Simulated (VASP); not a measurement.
# MoS2 (P-3m1) in VASP: a series of runs

The runs below take MoS2 through single point, with PBE+D3(BJ).

Program: VASP 6.6.1. These are calculated values, not measurements. Logs are shortened: lines on timing, memory, paths and dates and some standing lists are left out, and cuts for length are marked.

**1. The cell of the first run**

The typed cell holds 6 atoms: a = 3.149 Å, b = 3.149 Å, c = 11.225 Å, α = 90.00°, β = 90.00°, γ = 120.00°.

**2. Single point, PBE+D3(BJ)**

Input file INCAR:

```
SYSTEM = MoS2
  PREC = Accurate
  ENCUT = 520
  EDIFF = 1E-6
  ISMEAR = 0
  SIGMA = 0.05
  LREAL = .False.
  LASPH = .True.
  NELM = 60
  ALGO = Normal
  ISIF = 2
  LWAVE = .False.
  LCHARG = .False.
  GGA = PE
  IVDW = 12
  NBANDS = 35
```

Input file KPOINTS:

```
regular mesh
0
Gamma
  12 12 4
  0 0 0
```

Input file POSCAR:

```
MoS2
1.0
    3.1493479319      0.0000000000      0.0000000000
   -1.5746739660      2.7274153144      0.0000000000
    0.0000000000      0.0000000000     11.2249000000
Mo S
2 4
Direct
    0.6666666667      0.3333333333      0.2501439769
    0.3333333333      0.6666666667      0.7498560231
    0.3333333333      0.6666666667      0.3795985159
    0.6666666667      0.3333333333      0.8793132861
    0.3333333333      0.6666666667      0.1206867139
    0.6666666667      0.3333333333      0.6204014841
```

Potentials or basis: VASP PAW PBE potentials, release 64 (Mo_sv, S).

Run with:

```bash
> cat potpaw_PBE.64/Mo_sv/POTCAR potpaw_PBE.64/S/POTCAR > POTCAR
> mpirun -np 1 vasp_std > vasp.out
```

OUTCAR:

```text
SYSTEM = MoS2
   PREC = Accurate
   ENCUT = 520
   EDIFF = 1E-6
   ISMEAR = 0
   LREAL = .False.
   LASPH = .True.
   NELM = 60
   ISIF = 2
   GGA = PE
   IVDW = 12
 IVDW          = 12

 ion  position               nearest neighbor table
   1  0.667  0.333  0.250-   3 2.33   3 2.33   3 2.33   5 2.33   5 2.33   5 2.33
   2  0.333  0.667  0.750-   6 2.33   6 2.33   6 2.33   4 2.33   4 2.33   4 2.33
   3  0.333  0.667  0.380-   1 2.33   1 2.33   1 2.33
   4  0.667  0.333  0.879-   2 2.33   2 2.33   2 2.33
   5  0.333  0.667  0.121-   1 2.33   1 2.33   1 2.33
   6  0.667  0.333  0.620-   2 2.33   2 2.33   2 2.33

  LATTYP: Found a hexagonal cell.
 ALAT       =     3.1493479319
 C/A-ratio  =     3.5641981270

  Lattice vectors:

 A1 = (   3.1493479319,   0.0000000000,   0.0000000000)
 A2 = (  -1.5746739660,   2.7274153144,   0.0000000000)
 A3 = (   0.0000000000,   0.0000000000,  11.2249000000)

Analysis of symmetry for initial positions (statically):
=====================================================================
 Subroutine PRICEL returns:
 Original cell was already a primitive cell.

 Routine SETGRP: Setting up the symmetry group for a
 hexagonal supercell.

 Subroutine GETGRP returns: Found 12 space group operations
 (whereof 12 operations were pure point group operations)
 out of a pool of 24 trial point group operations.

The static configuration has the point symmetry D_3d.

Analysis of symmetry for dynamics (positions and initial velocities):
=====================================================================
 Subroutine PRICEL returns:
 Original cell was already a primitive cell.

 Routine SETGRP: Setting up the symmetry group for a
 hexagonal supercell.

 Subroutine GETGRP returns: Found 12 space group operations
 (whereof 12 operations were pure point group operations)
 out of a pool of 24 trial point group operations.

The dynamic configuration has the point symmetry D_3d.

 Subroutine INISYM returns: Found 12 space group operations
 (whereof 12 operations are pure point group operations),
 and found     1 'primitive' translations

----------------------------------------------------------------------------------------

                                     Primitive cell

  volume of cell :      96.4172

  direct lattice vectors                    reciprocal lattice vectors
     3.149347932  0.000000000  0.000000000     0.317526047  0.183323749  0.000000000
    -1.574673966  2.727415314  0.000000000     0.000000000  0.366647498  0.000000000
     0.000000000  0.000000000 11.224900000     0.000000000  0.000000000  0.089087653

  length of vectors
     3.149347932  3.149347932 11.224900000     0.366647498  0.366647498  0.089087653

  position of ions in fractional coordinates (direct lattice)
     0.666666667  0.333333333  0.250143977
     0.333333333  0.666666667  0.749856023
     0.333333333  0.666666667  0.379598516
     0.666666667  0.333333333  0.879313286
     0.333333333  0.666666667  0.120686714
     0.666666667  0.333333333  0.620401484

  ion indices of the primitive-cell ions
   primitive index   ion index
                 1           1
                 2           2
                 3           3
                 4           4
                 5           5
                 6           6

----------------------------------------------------------------------------------------

 KPOINTS: regular mesh

Automatic generation of k-mesh.
 Grid dimensions read from file:
 generate k-points for:   12   12    4

 Generating k-lattice:

  Cartesian coordinates                     Fractional coordinates (reciprocal lattice)
     0.026460504  0.015276979  0.000000000     0.083333333  0.000000000  0.000000000
     0.000000000  0.030553958  0.000000000     0.000000000  0.083333333  0.000000000
     0.000000000  0.000000000  0.022271913     0.000000000  0.000000000  0.250000000

  Length of vectors
     0.030553958  0.030553958  0.022271913

  Shift w.r.t. Gamma in fractional coordinates (k-lattice)
     0.000000000  0.000000000  0.000000000

 Subroutine IBZKPT returns following result:
 ===========================================

 Found     69 irreducible k-points:

 Following reciprocal coordinates:
            Coordinates               Weight
  0.000000  0.000000  0.000000      1.000000
  0.083333 -0.000000  0.000000      6.000000
  0.166667 -0.000000  0.000000      6.000000
  0.250000  0.000000  0.000000      6.000000
  0.333333  0.000000  0.000000      6.000000
  0.416667  0.000000  0.000000      6.000000
[... 16 lines left out ...]
  0.166667 -0.000000  0.250000      6.000000
  0.000000  0.166667  0.250000      6.000000
 [... further k-points ...]
   k-points           NKPTS =     69   k-points in BZ     NKDIM =     69   number of bands    NBANDS=     35
   number of dos      NEDOS =    301   number of ions     NIONS =      6
   total plane-waves  NPLWV =  48384
   dimension x,y,z NGX =    24 NGY =   24 NGZ =   84
   dimension x,y,z NGXF=    48 NGYF=   48 NGZF=  168
   ions per type =               2   4
   NGX,Y,Z   is equivalent  to a cutoff of  12.67, 12.67, 12.44 a.u.
   NGXF,Y,Z  is equivalent  to a cutoff of  25.34, 25.34, 24.88 a.u.
 SYSTEM =  MoS2
   PREC   = accura    normal or accurate (medium, high low for compatibility)
   ISTART =      0    job   : 0-new  1-cont  2-samecut
   ICHARG =      2    charge: 1-file 2-atom 10-const
   ISPIN  =      1    spin polarized calculation?
   LNONCOLLINEAR =      F non collinear calculations
   LSORBIT =      F    spin-orbit coupling
   LASPH  =      T    aspherical Exc in radial PAW
   ENCUT  =  520.0 eV  38.22 Ry    6.18 a.u.   5.86  5.86 20.87*2*pi/ulx,y,z
   NELM   =     60;   NELMIN=  2; NELMDL= -5     # of ELM steps
   EDIFF  = 0.1E-05   stopping-criterion for ELM
   LREAL  =      F    real-space projection
   EDIFFG = 0.1E-04   stopping-criterion for IOM
   NSW    =      0    number of steps for IOM
   IBRION =     -1    ionic relax: 0-MD 1-quasi-New 2-CG
   NFREE  =      0    steps in history (QN), initial steepest desc. (CG)
   ISIF   =      2    stress and relaxation
   ISYM   =      2    0-nonsym 1-usesym 2-fastsym
   POTIM  = 0.5000    time-step for ionic-motion
   TEBEG  =    0.0;   TEEND  =   0.0 temperature during run
   PSTRESS=    0.0 pullay stress
   NELECT =      52.0000    total number of electrons
   NUPDOWN=      -1.0000    fix difference up-down
   EMIN   =  10.00;   EMAX   =-10.00  energy-range for DOS
   EFERMI =   0.00;   METHOD = LEGACY
   ISMEAR =     0;   SIGMA  =   0.05  broadening in eV -4-tet -1-fermi 0-gaus
   EFERMI_NEDOS =   21; number of points for ismear=-14 and -15
   IALGO  =     38    algorithm
   IMIX   =      4    mixing-type and parameters
     AMIX     =   0.40;   BMIX     =  1.00
     AMIX_MAG =   1.60;   BMIX_MAG =  1.00
  volume/ion in A,a.u.               =      16.07       108.44
  Fermi-wavevector in a.u.,A,eV,Ry     =   1.332573  2.518199 24.160572  1.775752
  Thomas-Fermi vector in A             =   2.461498
   LORBIT       =      0    0 simple, 1 ext, 2 COOP (PROOUT), +10 PAW based schemes
   GGA     = PE    functional components
   LHFCALC =     F    Hartree Fock is set to
   AEXX    =    0.0000 exact exchange contribution
   IVDW    =    12    specifies the selected vdW correction
   LEPSILON=     F    determine dielectric tensor
   LRPA    =     F    only Hartree local field effects (RPA)
 non-spin polarized calculation
 Gauss-broadening in eV      SIGMA  =   0.05
  energy-cutoff  :      520.00
  volume of cell :       96.42
 maximum number of plane-waves:      2634
   NGX = 11   NGY = 11   NGZ = 41

 number of electron      52.0000001 magnetization

 Free energy of the ion-electron system (eV)
  ---------------------------------------------------
  ext. energy  EPLUGINS =         0.00000000
  ---------------------------------------------------
  free energy    TOTEN  =       -42.76287345 eV

  energy without entropy =      -42.76253922  energy(sigma->0) =      -42.76270634

 E-fermi :   9.5713     XC(G=0): -11.3947

 val. band max:        9.5344759840   @ k =   0.0000   0.0000   0.2500
 cond. band min:       9.5852089798   @ k =   0.0000   0.0000   0.0000
 fundamental gap:      0.0507329958
 Fermi energy:         9.5713398112

 k-point     1 :       0.0000    0.0000    0.0000
  band No.  band energies     occupation
      1     -52.5425      2.00000
      2     -52.5424      2.00000
      3     -26.7417      2.00000
      4     -26.7412      2.00000
      5     -26.5351      2.00000
      6     -26.5351      2.00000
[... 27 lines left out ...]
     34      11.8277      0.00000
     35      14.3327      0.00000

 k-point     2 :       0.0833   -0.0000    0.0000
  band No.  band energies     occupation
      1     -52.5394      2.00000
      2     -52.5394      2.00000
      3     -26.7354      2.00000
      4     -26.7349      2.00000
      5     -26.5663      2.00000
      6     -26.5663      2.00000
[... 27 lines left out ...]
     34      11.7059      0.00000
     35      14.8144      0.00000

 k-point     3 :       0.1667   -0.0000    0.0000
  band No.  band energies     occupation
      1     -52.5310      2.00000
      2     -52.5310      2.00000
      3     -26.7180      2.00000
      4     -26.7177      2.00000
      5     -26.6510      2.00000
      6     -26.6510      2.00000
[... 27 lines left out ...]
     34      11.9156      0.00000
     35      15.9851      0.00000

 k-point     4 :       0.2500    0.0000    0.0000
  band No.  band energies     occupation
      1     -52.5195      2.00000
      2     -52.5194      2.00000
      3     -26.7649      2.00000
      4     -26.7649      2.00000
      5     -26.6943      2.00000
      6     -26.6940      2.00000
[... 27 lines left out ...]
     34      12.5621      0.00000
     35      16.6344      0.00000

 k-point     5 :       0.3333    0.0000    0.0000
  band No.  band energies     occupation
      1     -52.5079      2.00000
      2     -52.5079      2.00000
      3     -26.8768      2.00000
      4     -26.8768      2.00000
      5     -26.6704      2.00000
      6     -26.6702      2.00000
[... 638 lines left out ...]
 k-point    22 :       0.0000    0.0833    0.2500
  band No.  band energies     occupation
      1     -52.5394      2.00000
      2     -52.5394      2.00000
      3     -26.7353      2.00000
      4     -26.7350      2.00000
      5     -26.5663      2.00000
      6     -26.5663      2.00000
[... 27 lines left out ...]
     34      11.6591      0.00000
     35      14.8202      0.00000

 k-point    23 :       0.1667   -0.0000    0.2500
  band No.  band energies     occupation
      1     -52.5310      2.00000
      2     -52.5310      2.00000
      3     -26.7180      2.00000
      4     -26.7177      2.00000
      5     -26.6510      2.00000
      6     -26.6510      2.00000
[... 27 lines left out ...]
     34      11.9002      0.00000
     35      16.0015      0.00000

 k-point    24 :       0.0000    0.1667    0.2500
  band No.  band energies     occupation
      1     -52.5310      2.00000
      2     -52.5310      2.00000
      3     -26.7180      2.00000
      4     -26.7177      2.00000
      5     -26.6510      2.00000
      6     -26.6510      2.00000
[... 27 lines left out ...]
     34      11.9002      0.00000
     35      15.9974      0.00000

 [... further k-points ...]

------------------------ aborting loop because EDIFF is reached ----------------------------------------

 Edisp (eV)   -2.83622

 E8    (eV) :    -1.1438

  FORCE on cell =-STRESS in cart. coord.  units (eV):
  Direction    XX          YY          ZZ          XY          YZ          ZX
  --------------------------------------------------------------------------------------
  -------------------------------------------------------------------------------------
  Total       5.46222     5.46222    15.60532    -0.00000    -0.00000    -0.00000
  in kB      90.76651    90.76651   259.31578    -0.00000    -0.00000    -0.00000
  external pressure =      146.95 kB  Pullay stress =        0.00 kB

 VOLUME and BASIS-vectors are now :
 -----------------------------------------------------------------------------
  energy-cutoff  :      520.00
  volume of cell :       96.42
      direct lattice vectors                 reciprocal lattice vectors
     3.149347932  0.000000000  0.000000000     0.317526047  0.183323749  0.000000000
    -1.574673966  2.727415314  0.000000000     0.000000000  0.366647498  0.000000000
     0.000000000  0.000000000 11.224900000     0.000000000  0.000000000  0.089087653

 POSITION                                       TOTAL-FORCE (eV/Angst)
 -----------------------------------------------------------------------------------
      1.57467      0.90914      2.80784         0.000000     -0.000000     -0.002331
     -0.00000      1.81828      8.41706         0.000000      0.000000      0.002331
     -0.00000      1.81828      4.26096         0.000000     -0.000000      2.261353
      1.57467      0.90914      9.87020        -0.000000      0.000000      2.267566
     -0.00000      1.81828      1.35470         0.000000      0.000000     -2.267566
      1.57467      0.90914      6.96394        -0.000000      0.000000     -2.261353
 -----------------------------------------------------------------------------------
    total drift:                               -0.000000      0.000000      0.000000

  FREE ENERGIE OF THE ION-ELECTRON SYSTEM (eV)
  ---------------------------------------------------
  free  energy   TOTEN  =       -45.5990896098 eV

  energy  without entropy=      -45.5987553800  energy(sigma->0) =      -45.59892249
```

Wall time 4.7 min (1 thread of Intel Xeon 8259CL, shared host); peak memory 0.34 GiB.

Results:

| Item | Value |
| --- | --- |
| Free energy | -45.5991 eV |
| Pressure | 14.7 GPa |
| Largest force | 2.268 eV/Å |
| Dispersion energy per atom | -0.473 eV |

Forces in eV/Å, atoms in the order of the input:
```
Mo   0.000  0.000 -0.002
Mo   0.000  0.000  0.002
S    0.000  0.000  2.261
S    0.000  0.000  2.268
S    0.000  0.000 -2.268
S    0.000  0.000 -2.261
```

Levels at points of the mesh, in eV from the Fermi level:
| k point | band 22 | band 23 | band 24 | band 25 | band 26 | band 27 | band 28 | band 29 | band 30 | band 31 |
| --- | --- | --- | --- | --- | --- | --- | --- | --- | --- | --- |
| (0.00, 0.00, 0.00) | -3.28 | -3.28 | -1.48 | -0.93 | 0.01 | 1.50 | 1.50 | 1.51 | 1.51 | 1.86 |
| (0.50, 0.00, 0.00) | -2.85 | -2.81 | -2.49 | -2.26 | -1.87 | 0.83 | 0.95 | 1.40 | 1.65 | 2.54 |
| (0.00, 0.00, 0.50) | -3.33 | -2.95 | -2.94 | -0.21 | -0.21 | 1.49 | 1.49 | 1.49 | 1.49 | 2.07 |
| (0.50, 0.00, 0.50) | -3.11 | -2.67 | -2.66 | -2.02 | -2.02 | 0.88 | 0.88 | 1.54 | 1.54 | 2.94 |

Caveat: the cell stands under pressure; forces of over 1 eV/Å act on the atoms, so gaps and moduli don't describe the material at rest.

**3. Single point, PBE+D3(BJ)**

This run uses another cell than the first one, of 18.25 Å³/atom.

Input file INCAR:

```
SYSTEM = MoS2
ALGO = Normal ; EDIFF = 1E-7
ENCUT = 520 ; GGA = PE
ISIF = 2 ; ISMEAR = 0
IVDW = 12 ; LASPH = .TRUE.
LCHARG = .FALSE. ; LREAL = .FALSE.
LWAVE = .FALSE. ; NBANDS = 35
NELM = 80 ; PREC = Accurate
SIGMA = 0.05
```

Input file KPOINTS:

```
k-points
0
G
  12 12 4
  0 0 0
```

Edit POSCAR of step 2 so:

```diff
@@ -4,3 +4,3 @@
    -1.5746739660      2.7274153144      0.0000000000
-    0.0000000000      0.0000000000     11.2249000000
+    0.0000000000      0.0000000000     12.7490000000
 Mo S
```

Potentials or basis: VASP PAW PBE potentials, release 64 (Mo_sv, S).

Run with:

```bash
> cat potpaw_PBE.64/Mo_sv/POTCAR potpaw_PBE.64/S/POTCAR > POTCAR
> mpirun -np 1 vasp_std > vasp.out
```

Wall time 1.9 min (1 thread of Intel Xeon 6975P-C (Granite Rapids), shared host); peak memory 0.36 GiB.

Results (log left out):

```
Free energy                : -45.8997 eV
Pressure                   : -7.9 GPa
Largest force              : 1.377 eV/Å
Band gap on the k mesh     : 1.02 eV (least direct gap 1.83 eV)
Dispersion energy per atom : -0.414 eV
```

Forces on the atoms (eV/Å):
```
Mo   0.000  0.000 -0.001
Mo   0.000  0.000  0.001
S    0.000  0.000 -1.377
S    0.000  0.000 -1.376
S    0.000  0.000  1.376
S    0.000  0.000  1.377
```

Stress tensor (GPa, compression positive):
```
 -4.46   0.00   0.00
  0.00  -4.46   0.00
  0.00   0.00 -14.75
```

Levels at points of the mesh, in eV from the valence-band top:
```csv
k point,band 23,band 24,band 25,band 26,band 27,band 28,band 29,band 30
"(0.00, 0.00, 0.00)",-1.34,-1.14,-1.07,0.00,2.49,2.49,2.50,2.50
"(0.50, 0.00, 0.00)",-1.06,-1.00,-0.95,-0.86,2.14,2.17,2.34,2.67
"(0.00, 0.00, 0.50)",-1.36,-1.36,-0.26,-0.25,2.49,2.49,2.49,2.49
"(0.50, 0.00, 0.50)",-0.97,-0.97,-0.96,-0.96,2.15,2.15,2.51,2.51
```

Caveat: the cell stands under tension; forces of over 1 eV/Å act on the atoms, so gaps and moduli don't describe the material at rest. A k mesh can miss the band edges.
